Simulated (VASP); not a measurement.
# Li (P1) in VASP: further runs

Li is run at these levels: PBE+D3(BJ); tasks: single point.

All numbers are computed with VASP 6.6.1; they aren't measurements. Logs are shortened: lines on timing, memory, paths and dates and some standing lists are left out, and cuts for length are marked.

## (1) The cell of the first run

The typed cell holds 16 atoms: a = 7.205 Å, b = 7.205 Å, c = 7.205 Å, α = 90.00°, β = 90.00°, γ = 90.00°.

## (2) Single point, PBE+D3(BJ)

Input file INCAR:

```
SYSTEM = Li
PREC = Accurate
ENCUT = 520
EDIFF = 1E-6
ISMEAR = -1
SIGMA = 0.1
LREAL = Auto
LASPH = .True.
NELM = 60
ALGO = Normal
ISIF = 2
LWAVE = .False.
LCHARG = .False.
GGA = PE
IVDW = 12
NBANDS = 38
```

Input file KPOINTS:

```
Automatic mesh
0
Gamma
  2 2 2
  0 0 0
```

Input file POSCAR:

```
Li
1.0
    7.2053150000      0.0000000000      0.0000000000
    0.0000000000      7.2053150000      0.0000000000
    0.0000000000      0.0000000000      7.2053150000
Li
16
Direct
    0.0049685545     -0.0002220583      0.0896837959
    0.4380238754      0.0099648662     -0.0220115290
    0.0290757587      0.5766576479      0.0068560500
   -0.0191247711     -0.0487417969      0.4774114664
    0.2255695969      0.2317178361      0.1953696681
    0.5342861485      0.5253899378      0.0587205417
    0.4827963802     -0.0200962762      0.5009774035
    0.7367061676      0.2647073723      0.2445139456
   -0.0678665679      0.4946487419      0.4874596045
    0.2327587344      0.7300999332      0.3054689490
    0.2095813993      0.2873018043      0.8015888271
    0.4738862909      0.4798402291      0.5104426385
    0.7188443531      0.7661011351      0.2746583598
    0.8346477566      0.1169136950      0.7676555432
    0.1548579070      0.8367434318      0.7779396182
    0.7045909860      0.7281708017      0.7744005640
```

Potentials or basis: VASP PAW PBE potentials, release 64 (Li_sv).

Started as:

```
cat potpaw_PBE.64/Li_sv/POTCAR > POTCAR
mpirun -np 1 vasp_std > vasp.out
```

OUTCAR:

```text
SYSTEM = Li
   PREC = Accurate
   ENCUT = 520
   EDIFF = 1E-6
   ISMEAR = -1
   LREAL = Auto
   LASPH = .True.
   NELM = 60
   ISIF = 2
   GGA = PE
   IVDW = 12
 IVDW          = 12

 ion  position               nearest neighbor table
   1  0.005  1.000  0.090-   5 2.43
   2  0.438  0.010  0.978-
   3  0.029  0.577  0.007-
   4  0.981  0.951  0.477-
   5  0.226  0.232  0.195-   1 2.43
   6  0.534  0.525  0.059-
   7  0.483  0.980  0.501-
   8  0.737  0.265  0.245-
   9  0.932  0.495  0.487-
  10  0.233  0.730  0.305-
  11  0.210  0.287  0.802-
  12  0.474  0.480  0.510-
  13  0.719  0.766  0.275-
  14  0.835  0.117  0.768-
  15  0.155  0.837  0.778-
  16  0.705  0.728  0.774-

  LATTYP: Found a simple cubic cell.
 ALAT       =     7.2053150000

  Lattice vectors:

 A1 = (   7.2053150000,   0.0000000000,   0.0000000000)
 A2 = (   0.0000000000,   7.2053150000,   0.0000000000)
 A3 = (   0.0000000000,   0.0000000000,   7.2053150000)

Analysis of symmetry for initial positions (statically):
=====================================================================
 Subroutine PRICEL returns:
 Original cell was already a primitive cell.

 Routine SETGRP: Setting up the symmetry group for a
 simple cubic supercell.

 Subroutine GETGRP returns: Found  1 space group operations
 (whereof  1 operations were pure point group operations)
 out of a pool of 48 trial point group operations.

The static configuration has the point symmetry C_1 .

Analysis of symmetry for dynamics (positions and initial velocities):
=====================================================================
 Subroutine PRICEL returns:
 Original cell was already a primitive cell.

 Routine SETGRP: Setting up the symmetry group for a
 simple cubic supercell.

 Subroutine GETGRP returns: Found  1 space group operations
 (whereof  1 operations were pure point group operations)
 out of a pool of 48 trial point group operations.

The dynamic configuration has the point symmetry C_1 .

 Subroutine INISYM returns: Found  1 space group operations
 (whereof  1 operations are pure point group operations),
 and found     1 'primitive' translations

----------------------------------------------------------------------------------------

                                     Primitive cell

  volume of cell :     374.0752

  direct lattice vectors                    reciprocal lattice vectors
     7.205315000  0.000000000  0.000000000     0.138786438  0.000000000  0.000000000
     0.000000000  7.205315000  0.000000000     0.000000000  0.138786438  0.000000000
     0.000000000  0.000000000  7.205315000     0.000000000  0.000000000  0.138786438

  length of vectors
     7.205315000  7.205315000  7.205315000     0.138786438  0.138786438  0.138786438

  position of ions in fractional coordinates (direct lattice)
     0.004968555  0.999777942  0.089683796
     0.438023875  0.009964866  0.977988471
     0.029075759  0.576657648  0.006856050
     0.980875229  0.951258203  0.477411466
     0.225569597  0.231717836  0.195369668
     0.534286149  0.525389938  0.058720542
[... 8 lines left out ...]
     0.154857907  0.836743432  0.777939618
     0.704590986  0.728170802  0.774400564

  ion indices of the primitive-cell ions
   primitive index   ion index
                 1           1
                 2           2
                 3           3
                 4           4
                 5           5
                 6           6
[... 8 lines left out ...]
                15          15
                16          16

----------------------------------------------------------------------------------------

 KPOINTS: Automatic mesh

Automatic generation of k-mesh.
 Grid dimensions read from file:
 generate k-points for:    2    2    2

 Generating k-lattice:

  Cartesian coordinates                     Fractional coordinates (reciprocal lattice)
     0.069393219  0.000000000  0.000000000     0.500000000  0.000000000  0.000000000
     0.000000000  0.069393219  0.000000000     0.000000000  0.500000000  0.000000000
     0.000000000  0.000000000  0.069393219     0.000000000  0.000000000  0.500000000

  Length of vectors
     0.069393219  0.069393219  0.069393219

  Shift w.r.t. Gamma in fractional coordinates (k-lattice)
     0.000000000  0.000000000  0.000000000

 Subroutine IBZKPT returns following result:
 ===========================================

 Found      8 irreducible k-points:

 Following reciprocal coordinates:
            Coordinates               Weight
  0.000000  0.000000  0.000000      1.000000
  0.500000  0.000000  0.000000      1.000000
  0.000000  0.500000  0.000000      1.000000
  0.000000  0.000000  0.500000      1.000000
  0.500000  0.500000  0.000000      1.000000
  0.000000  0.500000  0.500000      1.000000
  0.500000  0.000000  0.500000      1.000000
  0.500000  0.500000  0.500000      1.000000
   k-points           NKPTS =      8   k-points in BZ     NKDIM =      8   number of bands    NBANDS=     38
   number of dos      NEDOS =    301   number of ions     NIONS =     16
   total plane-waves  NPLWV = 157464
   dimension x,y,z NGX =    54 NGY =   54 NGZ =   54
   dimension x,y,z NGXF=   108 NGYF=  108 NGZF=  108
   ions per type =              16
   NGX,Y,Z   is equivalent  to a cutoff of  12.46, 12.46, 12.46 a.u.
   NGXF,Y,Z  is equivalent  to a cutoff of  24.92, 24.92, 24.92 a.u.
 SYSTEM =  Li
   PREC   = accura    normal or accurate (medium, high low for compatibility)
   ISTART =      0    job   : 0-new  1-cont  2-samecut
   ICHARG =      2    charge: 1-file 2-atom 10-const
   ISPIN  =      1    spin polarized calculation?
   LNONCOLLINEAR =      F non collinear calculations
   LSORBIT =      F    spin-orbit coupling
   LASPH  =      T    aspherical Exc in radial PAW
   ENCUT  =  520.0 eV  38.22 Ry    6.18 a.u.  13.40 13.40 13.40*2*pi/ulx,y,z
   NELM   =     60;   NELMIN=  2; NELMDL= -5     # of ELM steps
   EDIFF  = 0.1E-05   stopping-criterion for ELM
   LREAL  =      T    real-space projection
   EDIFFG = 0.1E-04   stopping-criterion for IOM
   NSW    =      0    number of steps for IOM
   IBRION =     -1    ionic relax: 0-MD 1-quasi-New 2-CG
   NFREE  =      0    steps in history (QN), initial steepest desc. (CG)
   ISIF   =      2    stress and relaxation
   ISYM   =      2    0-nonsym 1-usesym 2-fastsym
   POTIM  = 0.5000    time-step for ionic-motion
   TEBEG  =    0.0;   TEEND  =   0.0 temperature during run
   PSTRESS=    0.0 pullay stress
   NELECT =      48.0000    total number of electrons
   NUPDOWN=      -1.0000    fix difference up-down
   EMIN   =  10.00;   EMAX   =-10.00  energy-range for DOS
   EFERMI =   0.00;   METHOD = LEGACY
   ISMEAR =    -1;   SIGMA  =   0.10  broadening in eV -4-tet -1-fermi 0-gaus
   EFERMI_NEDOS =   21; number of points for ismear=-14 and -15
   IALGO  =     38    algorithm
   IMIX   =      4    mixing-type and parameters
     AMIX     =   0.40;   BMIX     =  1.00
     AMIX_MAG =   1.60;   BMIX_MAG =  1.00
  volume/ion in A,a.u.               =      23.38       157.77
  Fermi-wavevector in a.u.,A,eV,Ry     =   0.825725  1.560395  9.276756  0.681822
  Thomas-Fermi vector in A             =   1.937634
   LORBIT       =      0    0 simple, 1 ext, 2 COOP (PROOUT), +10 PAW based schemes
   GGA     = PE    functional components
   LHFCALC =     F    Hartree Fock is set to
   AEXX    =    0.0000 exact exchange contribution
   IVDW    =    12    specifies the selected vdW correction
   LEPSILON=     F    determine dielectric tensor
   LRPA    =     F    only Hartree local field effects (RPA)
 non-spin polarized calculation
  energy-cutoff  :      520.00
  volume of cell :      374.08
 maximum number of plane-waves:     10090
 NGX is ok and might be reduce to    54
   NGX = 27   NGY = 27   NGZ = 27

 number of electron      48.0000003 magnetization

 Free energy of the ion-electron system (eV)
  ---------------------------------------------------
  ext. energy  EPLUGINS =         0.00000000
  ---------------------------------------------------
  free energy    TOTEN  =       -28.63433914 eV

  energy without entropy =      -28.30753396  energy(sigma->0) =      -28.47093655

 E-fermi :   0.0627     XC(G=0):  -6.6733

 val. band max:        0.0544809010   @ k =   0.0000   0.5000   0.5000
 cond. band min:       0.1162641493   @ k =   0.5000   0.5000   0.0000
 fundamental gap:      0.0617832484
 Fermi energy:         0.0626713135

 k-point     1 :       0.0000    0.0000    0.0000
  band No.  band energies     occupation
      1     -46.9015      2.00000
      2     -46.7894      2.00000
      3     -46.7520      2.00000
      4     -46.7243      2.00000
      5     -46.7229      2.00000
      6     -46.7190      2.00000
[... 28 lines left out ...]
     35       2.9575      0.00000
     36       3.2603      0.00000

 k-point     2 :       0.5000    0.0000    0.0000
  band No.  band energies     occupation
      1     -46.9015      2.00000
      2     -46.7894      2.00000
      3     -46.7520      2.00000
      4     -46.7243      2.00000
      5     -46.7229      2.00000
      6     -46.7190      2.00000
[... 28 lines left out ...]
     35       2.9895      0.00000
     36       3.1693      0.00000

 k-point     3 :       0.0000    0.5000    0.0000
  band No.  band energies     occupation
      1     -46.9015      2.00000
      2     -46.7894      2.00000
      3     -46.7520      2.00000
      4     -46.7243      2.00000
      5     -46.7229      2.00000
      6     -46.7190      2.00000
[... 28 lines left out ...]
     35       3.0468      0.00000
     36       3.1552      0.00000

 k-point     4 :       0.0000    0.0000    0.5000
  band No.  band energies     occupation
      1     -46.9015      2.00000
      2     -46.7894      2.00000
      3     -46.7520      2.00000
      4     -46.7243      2.00000
      5     -46.7229      2.00000
      6     -46.7190      2.00000
[... 28 lines left out ...]
     35       3.2042      0.00000
     36       3.2586      0.00000

 k-point     5 :       0.5000    0.5000    0.0000
  band No.  band energies     occupation
      1     -46.9015      2.00000
      2     -46.7894      2.00000
      3     -46.7520      2.00000
      4     -46.7243      2.00000
      5     -46.7229      2.00000
      6     -46.7190      2.00000
[... 28 lines left out ...]
     35       3.5964      0.00000
     36       3.8417      0.00000

 k-point     6 :       0.0000    0.5000    0.5000
  band No.  band energies     occupation
      1     -46.9015      2.00000
      2     -46.7894      2.00000
      3     -46.7520      2.00000
      4     -46.7243      2.00000
      5     -46.7229      2.00000
      6     -46.7190      2.00000
[... 28 lines left out ...]
     35       3.5834      0.00000
     36       3.7697      0.00000

 k-point     7 :       0.5000    0.0000    0.5000
  band No.  band energies     occupation
      1     -46.9015      2.00000
      2     -46.7894      2.00000
      3     -46.7520      2.00000
      4     -46.7243      2.00000
      5     -46.7229      2.00000
      6     -46.7190      2.00000
[... 28 lines left out ...]
     35       3.5830      0.00000
     36       3.7975      0.00000

 k-point     8 :       0.5000    0.5000    0.5000
  band No.  band energies     occupation
      1     -46.9015      2.00000
      2     -46.7894      2.00000
      3     -46.7520      2.00000
      4     -46.7243      2.00000
      5     -46.7229      2.00000
      6     -46.7190      2.00000
[... 28 lines left out ...]
     35       2.8662      0.00000
     36       2.9373      0.00000
 [bands above 36 left out]

------------------------ aborting loop because EDIFF is reached ----------------------------------------

 Edisp (eV)   -2.34911

 E8    (eV) :    -0.9837

  FORCE on cell =-STRESS in cart. coord.  units (eV):
  Direction    XX          YY          ZZ          XY          YZ          ZX
  --------------------------------------------------------------------------------------
  -------------------------------------------------------------------------------------
  Total      -4.35915    -4.34234    -3.35985    -0.07124     0.69195     0.48130
  in kB     -18.67039   -18.59839   -14.39035    -0.30514     2.96363     2.06141
  external pressure =      -17.22 kB  Pullay stress =        0.00 kB

 VOLUME and BASIS-vectors are now :
 -----------------------------------------------------------------------------
  energy-cutoff  :      520.00
  volume of cell :      374.08
      direct lattice vectors                 reciprocal lattice vectors
     7.205315000  0.000000000  0.000000000     0.138786438  0.000000000  0.000000000
     0.000000000  7.205315000  0.000000000     0.000000000  0.138786438  0.000000000
     0.000000000  0.000000000  7.205315000     0.000000000  0.000000000  0.138786438

 POSITION                                       TOTAL-FORCE (eV/Angst)
 -----------------------------------------------------------------------------------
      0.03580      7.20372      0.64620        -0.374053     -0.393069     -0.172694
      3.15610      0.07180      7.04671         0.365041     -0.253935      0.163075
      0.20950      4.15500      0.04940        -0.326136     -0.233214      0.245175
      7.06751      6.85411      3.43990         0.010406      0.245266     -0.113614
      1.62530      1.66960      1.40770         0.173460      0.454117      0.637001
      3.84970      3.78560      0.42310        -0.451177     -0.121450     -0.221034
[... 8 lines left out ...]
      1.11580      6.02900      5.60530         0.343099     -0.218639     -0.190686
      5.07680      5.24670      5.57980         0.171054      0.102242     -0.146190
 -----------------------------------------------------------------------------------
    total drift:                                0.003094     -0.011678     -0.000982

  FREE ENERGIE OF THE ION-ELECTRON SYSTEM (eV)
  ---------------------------------------------------
  free  energy   TOTEN  =       -30.9834494958 eV

  energy  without entropy=      -30.6566443115  energy(sigma->0) =      -30.82004690
```

Run time: 4.5 min. Hardware: 1 thread of Intel Xeon 8259CL, shared host; peak memory 0.38 GiB.

Results:

- Free energy: -30.9834 eV
- Largest force: 0.801 eV/Å
- Band gap on the k mesh: zero (bands 24 and 25 overlap by 0.54 eV)
- Dispersion energy per atom: -0.147 eV

Forces in eV/Å, atoms in the order of the input:
```
Li  -0.374 -0.393 -0.173
Li   0.365 -0.254  0.163
Li  -0.326 -0.233  0.245
Li   0.010  0.245 -0.114
Li   0.173  0.454  0.637
Li  -0.451 -0.121 -0.221
Li  -0.071  0.252  0.079
Li   0.037 -0.287 -0.048
Li   0.215  0.031  0.149
Li   0.190 -0.058 -0.205
Li   0.039 -0.026 -0.307
Li  -0.009 -0.037  0.104
Li   0.073  0.098 -0.132
Li  -0.386  0.446  0.159
Li   0.343 -0.219 -0.191
Li   0.171  0.102 -0.146
```

Caveat: the k points lie up to 0.44 Å⁻¹ apart, too coarse for converged energies and pressures of a metal; the cutoff is under 1.25 times the usual one of these potentials, so pressure, stress and relaxed cells hold a basis-set (Pulay) error.

## (3) Single point, PBE+D3(BJ)

Input file INCAR:

```
  ALGO = Normal
  EDIFF = 1E-7
  ENCUT = 520
  GGA = PE
  ISIF = 2
  ISMEAR = -1
  IVDW = 12
  LASPH = True
  LCHARG = False
  LREAL = Auto
  LWAVE = False
  NBANDS = 38
  NELM = 80
  PREC = Accurate
  SIGMA = 0.1
```

Input file KPOINTS:

```
k-points
0
Gamma
  2 2 2
```

Input file POSCAR:

```
Li
1.0
    7.2053150000      0.0000000000      0.0000000000
    0.0000000000      7.2053150000      0.0000000000
    0.0000000000      0.0000000000      7.2053150000
Li
16
Direct
   -0.0142672458     -0.0026924569      0.0785947596
    0.4686679208     -0.0353766629      0.0377082751
   -0.0691850391      0.5814041440      0.0562085072
   -0.0046909816     -0.0404146106      0.4609652736
    0.2050985974      0.2474562181      0.3561676346
    0.4230626975      0.4811031856      0.0928481267
    0.5110810561      0.0379164547      0.5185338878
    0.7559974824      0.2076106319      0.2737284907
    0.0400537659      0.5265557439      0.4653370463
    0.2703282230      0.7584956383      0.2500792818
    0.2211145522      0.2447082466      0.8504832891
    0.4317507285      0.5101789443      0.6131862382
    0.7460187376      0.7310853169      0.3137822566
    0.7729849424      0.2011848198      0.8258070605
    0.2397119349      0.7567746865      0.7412028482
    0.7679886306      0.7106281960      0.7391349303
```

Potentials or basis: VASP PAW PBE potentials, release 64 (Li_sv).

Started as:

```
cat potpaw_PBE.64/Li_sv/POTCAR > POTCAR
mpirun -np 1 vasp_std > vasp.out
```

Run time: 4.6 min. Hardware: 1 thread of Intel Xeon 8259CL, shared host; peak memory 0.38 GiB.

It converged, with:

* Free energy: -30.7514 eV
* Largest force: 0.785 eV/Å
* Band gap on the k mesh: zero (bands 24 and 25 overlap by 0.68 eV)
* Dispersion energy per atom: -0.147 eV

Forces in eV/Å, atoms in the order of the input:
```
Li   0.262 -0.338 -0.183
Li   0.363  0.140 -0.131
Li   0.516 -0.438 -0.146
Li   0.086 -0.066  0.565
Li   0.300 -0.237 -0.420
Li   0.394 -0.192 -0.146
Li  -0.179 -0.254  0.134
Li  -0.184  0.521  0.008
Li  -0.306  0.051  0.283
Li  -0.256  0.126  0.477
Li  -0.198 -0.020 -0.216
Li   0.514 -0.411 -0.428
Li  -0.684  0.131  0.099
Li  -0.090  0.222 -0.294
Li  -0.400  0.477  0.366
Li  -0.139  0.288  0.030
```

Levels at points of the mesh, in eV from the Fermi level:
| k point | band 20 | band 21 | band 22 | band 23 | band 24 | band 25 | band 26 | band 27 |
| --- | --- | --- | --- | --- | --- | --- | --- | --- |
| (0.00, 0.00, 0.00) | -0.99 | -0.88 | -0.82 | -0.81 | 0.40 | 0.43 | 0.49 | 0.59 |
| (0.50, 0.00, 0.00) | -0.57 | -0.53 | -0.46 | -0.38 | -0.36 | -0.28 | -0.21 | 1.11 |
| (0.00, 0.50, 0.00) | -0.58 | -0.53 | -0.46 | -0.38 | -0.33 | -0.24 | -0.20 | 1.00 |
| (0.00, 0.00, 0.50) | -0.58 | -0.50 | -0.42 | -0.39 | -0.33 | -0.28 | -0.15 | 0.97 |
| (0.50, 0.50, 0.00) | -1.93 | -0.20 | -0.08 | -0.01 | 0.05 | 0.19 | 0.26 | 0.36 |
| (0.00, 0.50, 0.50) | -1.94 | -0.15 | -0.11 | 0.03 | 0.13 | 0.18 | 0.21 | 0.37 |
| (0.50, 0.00, 0.50) | -1.96 | -0.22 | -0.09 | 0.00 | 0.10 | 0.23 | 0.25 | 0.35 |
| (0.50, 0.50, 0.50) | -1.53 | -1.46 | -1.42 | -1.40 | -1.28 | 1.79 | 1.94 | 2.10 |

Caveat: the k points lie up to 0.44 Å⁻¹ apart, too coarse for converged energies and pressures of a metal; the cutoff is under 1.25 times the usual one of these potentials, so pressure, stress and relaxed cells hold a basis-set (Pulay) error.

(Continued in part 2 of 2.)

The gap in the log of VASP goes by the Fermi energy; the results here count the filled bands.